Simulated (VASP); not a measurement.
Wanted: the native input for a VASP 6.6.1 run.

```yaml
Task: single point
Functional: PBE
Potentials_or_basis: VASP PAW PBE potentials, release 64 (Si, C)
Cutoff: 520 eV
k_mesh: 18 × 18 × 18
Occupations: gaussian, width 0.05 eV
Spin: no spin polarisation
Dipole_correction: no
Further_INCAR_settings: ALGO = Normal; EDIFF = 1e-07; NBANDS = 11
```

The structure of SiC (Moissanite 3C) lies in POSCAR:

```
SiC
1.0
    0.0000000000      2.1602472508      2.1602472508
    2.1602472508      0.0000000000      2.1602472508
    2.1602472508      2.1602472508      0.0000000000
Si C
1 1
Direct
    0.0000000000      0.0000000000      0.0000000000
    0.2500000000      0.2500000000      0.2500000000
```

This cell differs from its parent crystal: volume scaled by 0.960.

The input as run:

INCAR

```
SYSTEM = SiC
PREC = Accurate
ENCUT = 520
EDIFF = 1E-7
ISMEAR = 0
SIGMA = 0.05
LREAL = .False.
LASPH = .True.
NELM = 80
ALGO = Normal
ISIF = 2
LWAVE = .False.
LCHARG = .False.
GGA = PE
NBANDS = 11
```

KPOINTS

```
regular mesh
0
Gamma
  18 18 18
  0 0 0
```

Potentials or basis: VASP PAW PBE potentials, release 64 (Si, C).

Command:

```sh
$ cat potpaw_PBE.64/Si/POTCAR potpaw_PBE.64/C/POTCAR > POTCAR
$ mpirun -np 1 vasp_std > vasp.out
```

It gave:

The pressure is 9.3 GPa and the band gap on the k mesh is 1.33 eV, indirect (least direct gap 4.57 eV).

It took 19 s on 1 thread of Intel Xeon 6975P-C, on a shared host, peak memory 0.16 GiB.
